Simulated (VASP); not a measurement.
# B (Fm-3m) in VASP: further runs

Runs on B. Level: PBE. Tasks: single point.

Program: VASP 6.6.1. These are calculated values, not measurements. Logs are shortened: lines on timing, memory, paths and dates and some standing lists are left out, and cuts for length are marked.

### 1 The cell of the first run

It takes space group Fm-3m (No. 225, cubic). The conventional cell has a = 2.866 Å, b = 2.866 Å, c = 2.866 Å, α = 90.00°, β = 90.00°, γ = 90.00°. B (site symmetry m-3m) has 12 B at 2.03 Å within 2.7 Å.

### 2 Single point, PBE

Input file INCAR:

```
PREC = Accurate
ENCUT = 520
EDIFF = 1E-7
ISMEAR = -1
SIGMA = 0.1
LREAL = F
LASPH = T
NELM = 80
ALGO = Normal
ISIF = 2
LWAVE = F
LCHARG = T
GGA = PE
LELF = T
LVHAR = T
NBANDS = 8
```

Input file KPOINTS:

```
regular mesh
0
Gamma
  31 31 31
```

Input file POSCAR:

```
B
1.0
    0.0000000000      1.4330756454      1.4330756454
    1.4330756454      0.0000000000      1.4330756454
    1.4330756454      1.4330756454      0.0000000000
B
1
Direct
    0.0000000000      0.0000000000      0.0000000000
```

Potentials or basis: VASP PAW PBE potentials, release 64 (B).

Started as:

```sh
$ cat potpaw_PBE.64/B/POTCAR > POTCAR
$ mpirun -np 1 vasp_std > vasp.out
```

OUTCAR:

```text
PREC = Accurate
   ENCUT = 520
   EDIFF = 1E-7
   ISMEAR = -1
   LREAL = F
   LASPH = T
   NELM = 80
   ISIF = 2
   GGA = PE

 ion  position               nearest neighbor table
   1  0.000  0.000  0.000-

  LATTYP: Found a face centered cubic cell.
 ALAT       =     2.8661512908

  Lattice vectors:

 A1 = (   0.0000000000,   1.4330756454,   1.4330756454)
 A2 = (   1.4330756454,   0.0000000000,   1.4330756454)
 A3 = (   1.4330756454,   1.4330756454,   0.0000000000)

Analysis of symmetry for initial positions (statically):
=====================================================================
 Subroutine PRICEL returns:
 Original cell was already a primitive cell.

 Routine SETGRP: Setting up the symmetry group for a
 face centered cubic supercell.

 Subroutine GETGRP returns: Found 48 space group operations
 (whereof 48 operations were pure point group operations)
 out of a pool of 48 trial point group operations.

The static configuration has the point symmetry O_h .

Analysis of symmetry for dynamics (positions and initial velocities):
=====================================================================
 Subroutine PRICEL returns:
 Original cell was already a primitive cell.

 Routine SETGRP: Setting up the symmetry group for a
 face centered cubic supercell.

 Subroutine GETGRP returns: Found 48 space group operations
 (whereof 48 operations were pure point group operations)
 out of a pool of 48 trial point group operations.

The dynamic configuration has the point symmetry O_h .

 Subroutine INISYM returns: Found 48 space group operations
 (whereof 48 operations are pure point group operations),
 and found     1 'primitive' translations

----------------------------------------------------------------------------------------

                                     Primitive cell

  volume of cell :       5.8862

  direct lattice vectors                    reciprocal lattice vectors
     0.000000000  1.433075645  1.433075645    -0.348899935  0.348899935  0.348899935
     1.433075645  0.000000000  1.433075645     0.348899935 -0.348899935  0.348899935
     1.433075645  1.433075645  0.000000000     0.348899935  0.348899935 -0.348899935

  length of vectors
     2.026675014  2.026675014  2.026675014     0.604312415  0.604312415  0.604312415

  position of ions in fractional coordinates (direct lattice)
     0.000000000  0.000000000  0.000000000

  ion indices of the primitive-cell ions
   primitive index   ion index
                 1           1

----------------------------------------------------------------------------------------

 KPOINTS: regular mesh

Automatic generation of k-mesh.
 Grid dimensions read from file:
 generate k-points for:   31   31   31

 Generating k-lattice:

  Cartesian coordinates                     Fractional coordinates (reciprocal lattice)
    -0.011254837  0.011254837  0.011254837     0.032258065  0.000000000  0.000000000
     0.011254837 -0.011254837  0.011254837     0.000000000  0.032258065  0.000000000
     0.011254837  0.011254837 -0.011254837     0.000000000  0.000000000  0.032258065

  Length of vectors
     0.019493949  0.019493949  0.019493949

  Shift w.r.t. Gamma in fractional coordinates (k-lattice)
     0.000000000  0.000000000  0.000000000

 Subroutine IBZKPT returns following result:
 ===========================================

 Found    816 irreducible k-points:

 Following reciprocal coordinates:
            Coordinates               Weight
  0.000000  0.000000  0.000000      1.000000
  0.032258  0.000000  0.000000      8.000000
  0.064516  0.000000  0.000000      8.000000
  0.096774  0.000000  0.000000      8.000000
  0.129032  0.000000  0.000000      8.000000
  0.161290  0.000000  0.000000      8.000000
[... 16 lines left out ...]
  0.225806  0.032258  0.000000     24.000000
  0.258065  0.032258  0.000000     24.000000
 [... further k-points ...]
   k-points           NKPTS =    816   k-points in BZ     NKDIM =    816   number of bands    NBANDS=      8
   number of dos      NEDOS =    301   number of ions     NIONS =      1
   total plane-waves  NPLWV =   4096
   dimension x,y,z NGX =    16 NGY =   16 NGZ =   16
   dimension x,y,z NGXF=    32 NGYF=   32 NGZF=   32
   ions per type =               1
   NGX,Y,Z   is equivalent  to a cutoff of  13.12, 13.12, 13.12 a.u.
   NGXF,Y,Z  is equivalent  to a cutoff of  26.25, 26.25, 26.25 a.u.
 SYSTEM =  unknown system
   PREC   = accura    normal or accurate (medium, high low for compatibility)
   ISTART =      0    job   : 0-new  1-cont  2-samecut
   ICHARG =      2    charge: 1-file 2-atom 10-const
   ISPIN  =      1    spin polarized calculation?
   LNONCOLLINEAR =      F non collinear calculations
   LSORBIT =      F    spin-orbit coupling
   LASPH  =      T    aspherical Exc in radial PAW
   ENCUT  =  520.0 eV  38.22 Ry    6.18 a.u.   3.77  3.77  3.77*2*pi/ulx,y,z
   NELM   =     80;   NELMIN=  2; NELMDL= -5     # of ELM steps
   EDIFF  = 0.1E-06   stopping-criterion for ELM
   LREAL  =      F    real-space projection
   EDIFFG = 0.1E-05   stopping-criterion for IOM
   NSW    =      0    number of steps for IOM
   IBRION =     -1    ionic relax: 0-MD 1-quasi-New 2-CG
   NFREE  =      0    steps in history (QN), initial steepest desc. (CG)
   ISIF   =      2    stress and relaxation
   ISYM   =      2    0-nonsym 1-usesym 2-fastsym
   POTIM  = 0.5000    time-step for ionic-motion
   TEBEG  =    0.0;   TEEND  =   0.0 temperature during run
   PSTRESS=    0.0 pullay stress
   NELECT =       3.0000    total number of electrons
   NUPDOWN=      -1.0000    fix difference up-down
   EMIN   =  10.00;   EMAX   =-10.00  energy-range for DOS
   EFERMI =   0.00;   METHOD = LEGACY
   ISMEAR =    -1;   SIGMA  =   0.10  broadening in eV -4-tet -1-fermi 0-gaus
   EFERMI_NEDOS =   21; number of points for ismear=-14 and -15
   IALGO  =     38    algorithm
   IMIX   =      4    mixing-type and parameters
     AMIX     =   0.40;   BMIX     =  1.00
     AMIX_MAG =   1.60;   BMIX_MAG =  1.00
  volume/ion in A,a.u.               =       5.89        39.72
  Fermi-wavevector in a.u.,A,eV,Ry     =   1.307684  2.471164 23.266471  1.710037
  Thomas-Fermi vector in A             =   2.438402
   LORBIT       =      0    0 simple, 1 ext, 2 COOP (PROOUT), +10 PAW based schemes
   GGA     = PE    functional components
   LHFCALC =     F    Hartree Fock is set to
   AEXX    =    0.0000 exact exchange contribution
   IVDW    =     0    specifies the selected vdW correction
   LEPSILON=     F    determine dielectric tensor
   LRPA    =     F    only Hartree local field effects (RPA)
 non-spin polarized calculation
  energy-cutoff  :      520.00
  volume of cell :        5.89
 maximum number of plane-waves:       169
   NGX =  7   NGY =  7   NGZ =  7

 number of electron       3.0000000 magnetization

 Free energy of the ion-electron system (eV)
  ---------------------------------------------------
  ext. energy  EPLUGINS =         0.00000000
  ---------------------------------------------------
  free energy    TOTEN  =        -5.35337006 eV

  energy without entropy =       -5.34658536  energy(sigma->0) =       -5.34997771

 E-fermi :  10.5917     XC(G=0): -13.0225

 val. band max:       10.5843008056   @ k =  -0.4194   0.4839   0.0968
 cond. band min:      10.5998631179   @ k =  -0.2903   0.1935   0.0323
 fundamental gap:      0.0155623123
 Fermi energy:        10.5916911621

 k-point     1 :       0.0000    0.0000    0.0000
  band No.  band energies     occupation
      1      -8.6264      2.00000
      2      26.5670      0.00000
      3      26.5670      0.00000
      4      26.5670      0.00000
      5      43.0617      0.00000
      6      43.0617      0.00000
      7      43.0617      0.00000
      8      46.8101      0.00000

 k-point     2 :       0.0323    0.0000    0.0000
  band No.  band energies     occupation
      1      -8.5809      2.00000
      2      26.3408      0.00000
      3      26.5191      0.00000
      4      26.5191      0.00000
      5      42.4050      0.00000
      6      43.1689      0.00000
      7      43.1689      0.00000
      8      47.7856      0.00000

 k-point     3 :       0.0645    0.0000    0.0000
  band No.  band energies     occupation
      1      -8.4444      2.00000
      2      25.6719      0.00000
      3      26.3812      0.00000
      4      26.3812      0.00000
      5      41.3499      0.00000
      6      43.4731      0.00000
      7      43.4731      0.00000
      8      49.7448      0.00000

 k-point     4 :       0.0968    0.0000    0.0000
  band No.  band energies     occupation
      1      -8.2170      2.00000
      2      24.5971      0.00000
      3      26.1686      0.00000
      4      26.1686      0.00000
      5      40.5280      0.00000
      6      43.9174      0.00000
      7      43.9174      0.00000
      8      51.2415      0.00000

 k-point     5 :       0.1290    0.0000    0.0000
  band No.  band energies     occupation
      1      -7.8988      2.00000
      2      23.1878      0.00000
      3      25.9021      0.00000
      4      25.9021      0.00000
      5      40.0469      0.00000
      6      44.3885      0.00000
      7      44.3885      0.00000
      8      50.3113      0.00000
[... 177 lines left out ...]
 k-point    22 :       0.1935    0.0323    0.0000
  band No.  band energies     occupation
      1      -7.1268      2.00000
      2      20.3596      0.00000
      3      24.8203      0.00000
      4      25.7768      0.00000
      5      39.6054      0.00000
      6      44.1639      0.00000
      7      45.2759      0.00000
      8      48.0359      0.00000

 k-point    23 :       0.2258    0.0323    0.0000
  band No.  band energies     occupation
      1      -6.5679      2.00000
      2      18.5033      0.00000
      3      24.4980      0.00000
      4      25.4799      0.00000
      5      39.8547      0.00000
      6      43.4819      0.00000
      7      44.9692      0.00000
      8      47.6510      0.00000

 k-point    24 :       0.2581    0.0323    0.0000
  band No.  band energies     occupation
      1      -5.9202      2.00000
      2      16.6052      0.00000
      3      24.2075      0.00000
      4      25.1750      0.00000
      5      40.2158      0.00000
      6      42.6903      0.00000
      7      44.3507      0.00000
      8      47.0337      0.00000

 [... further k-points ...]
[... 5 lines left out ...]
  --------------------------------------------------------------------------------------
  -------------------------------------------------------------------------------------
  Total        0.0021643      0.0021643      0.0021643      0.0000000      0.0000000      0.0000000
  in kB        0.5890901      0.5890901      0.5890901      0.0000000      0.0000000      0.0000000
  external PRESSURE =       0.5890901 kB  Pullay stress =       0.0000000 kB

 VOLUME and BASIS-vectors are now :
 -----------------------------------------------------------------------------
  energy-cutoff  :      520.00
  volume of cell :        5.89
      direct lattice vectors                 reciprocal lattice vectors
     0.000000000  1.433075645  1.433075645    -0.348899935  0.348899935  0.348899935
     1.433075645  0.000000000  1.433075645     0.348899935 -0.348899935  0.348899935
     1.433075645  1.433075645  0.000000000     0.348899935  0.348899935 -0.348899935

 POSITION                                       TOTAL-FORCE (eV/Angst)
 -----------------------------------------------------------------------------------
      0.00000      0.00000      0.00000        -0.000000     -0.000000     -0.000000
 -----------------------------------------------------------------------------------
    total drift:                               -0.000000     -0.000000     -0.000000

  FREE ENERGIE OF THE ION-ELECTRON SYSTEM (eV)
  ---------------------------------------------------
  free  energy   TOTEN  =        -5.3533700597 eV

  energy  without entropy=       -5.3465853583  energy(sigma->0) =       -5.34997771
```

Run time: 12 s. Hardware: 1 thread of Intel Xeon Platinum 8488C (Sapphire Rapids), shared host; peak memory 0.14 GiB.

What came out:

| Quantity | Value |
| --- | --- |
| Free energy | -5.3534 eV |
| Pressure | 0.1 GPa |

### 3 Single point, PBE

Input file INCAR:

```
ALGO = Normal ; EDIFF = 1E-6
ENCUT = 500 ; GGA = PE
GGA_COMPAT = False ; ISIF = 2
ISMEAR = -1 ; LASPH = True
LCHARG = False ; LREAL = False
LWAVE = False ; NBANDS = 8
NELM = 120 ; PREC = Accurate
SIGMA = 0.1
```

Input file KPOINTS:

```
k-points
0
Gamma
  10 10 10
```

Input file POSCAR:

```
B
1.0
    0.0000000000      1.4330756456      1.4330756456
    1.4330756456      0.0000000000      1.4330756456
    1.4330756456      1.4330756456      0.0000000000
B
1
Direct
    0.0000000000      0.0000000000      0.0000000000
```

Potentials or basis: VASP PAW PBE potentials, release 64 (B).

Started as:

```sh
$ cat potpaw_PBE.64/B/POTCAR > POTCAR
$ mpirun -np 1 vasp_std > vasp.out
```

It took 2.1 s on 1 thread of AMD EPYC 7R43 (Zen 3), shared host; peak memory 0.07 GiB.

The run converged. Its results:

```yaml
Free_energy: -5.3404 eV
Pressure: -0.4 GPa
```

Levels at points of the mesh, in eV from the Fermi level:
```tsv
k point	band 1	band 2	band 3	band 4
(0.00, 0.00, 0.00)	-19.13	16.07	16.07	16.07
(0.50, 0.00, 0.00)	-9.94	-5.58	13.12	13.12
(0.50, 0.50, 0.00)	-7.15	-0.20	6.17	6.17
```

Caveat: the k points lie up to 0.38 Å⁻¹ apart.
